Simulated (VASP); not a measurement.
Write the native input for VASP 6.6.1 that does the following.

* Task: single point
* Functional: PBE
* Dispersion: D3(BJ)
* Potentials or basis: VASP PAW PBE potentials, release 64 (N)
* Cutoff: 520 eV
* k mesh: 1 × 1 × 1
* Occupations: fermi-dirac, width 0.02 eV
* Spin: no spin polarisation
* Dipole correction: no
* Further INCAR settings: LREAL = Auto; ALGO = Normal; EDIFF = 1e-07; NBANDS = 78

The structure of N lies in POSCAR:

```
N
1.0
    9.6720280000      0.0000000000      0.0000000000
    0.0000000000      9.6720280000      0.0000000000
    0.0000000000      0.0000000000      9.6720280000
N
24
Direct
    0.0868587229      0.9403301976      0.1429793214
    0.1937649477      0.8991082325      0.1626132596
    0.7596442028      0.3838078219      0.9759587131
    0.6995016971      0.4451083061      0.8983948351
   -0.0148469380      0.9053530449      0.7230024562
    0.0400743257      0.8484570144      0.8039265395
    0.7394726318      0.2533491425      0.5208835210
    0.6710795295      0.1601422163      0.5240576227
    0.4390082411      0.0430002891      0.8060150364
    0.4633361276      0.1544040195      0.8036267058
    0.3979310234      0.4957802025      0.6813669274
    0.3046413844      0.4424201419      0.7148655897
    0.5845723358      0.9344989489      0.1791661480
    0.4940949302      0.9520340512      0.1113003395
    0.4929679691      0.4285450787      0.2551688229
    0.4257535235      0.3380986904      0.2773771954
    0.6339828627      0.8721438772      0.5438673254
    0.6978784594      0.7903926664      0.4950668050
    0.3369717292      0.8572452437      0.5309434588
    0.2535042289      0.9318314629      0.5627465098
    0.9595712502      0.5135220866      0.5824528217
    0.9752246375      0.4595933759      0.6817494738
    0.1320095434      0.2099973242      0.9997282886
    0.0798591567      0.1809237939      0.9053116885
```

One way to write it, as run:

INCAR

```
ALGO = Normal ; EDIFF = 1E-7
ENCUT = 520 ; GGA = PE
ISIF = 2 ; ISMEAR = -1
IVDW = 12 ; LASPH = T
LCHARG = F ; LREAL = Auto
LWAVE = F ; NBANDS = 78
NELM = 60 ; PREC = Accurate
SIGMA = 0.02
```

KPOINTS

```
k-points
0
Gamma
  1 1 1
```

Potentials or basis: VASP PAW PBE potentials, release 64 (N).

Run with:

```bash
$ cat potpaw_PBE.64/N/POTCAR > POTCAR
$ mpirun -np 1 vasp_gam > vasp.out
```

Results of the run:

| Quantity | Value |
| --- | --- |
| Pressure | 0.8 GPa |
| Largest force | 5.569 eV/Å |
| Dispersion energy per atom | -0.032 eV |

Caveat: the k points lie up to 0.65 Å⁻¹ apart; the standard files for N, O and F lose accuracy on very short bonds; the atoms stand as in a frame of molecular dynamics.

It took 5.4 min on 1 thread of AMD EPYC 7571, on a shared host, peak memory 0.62 GiB.
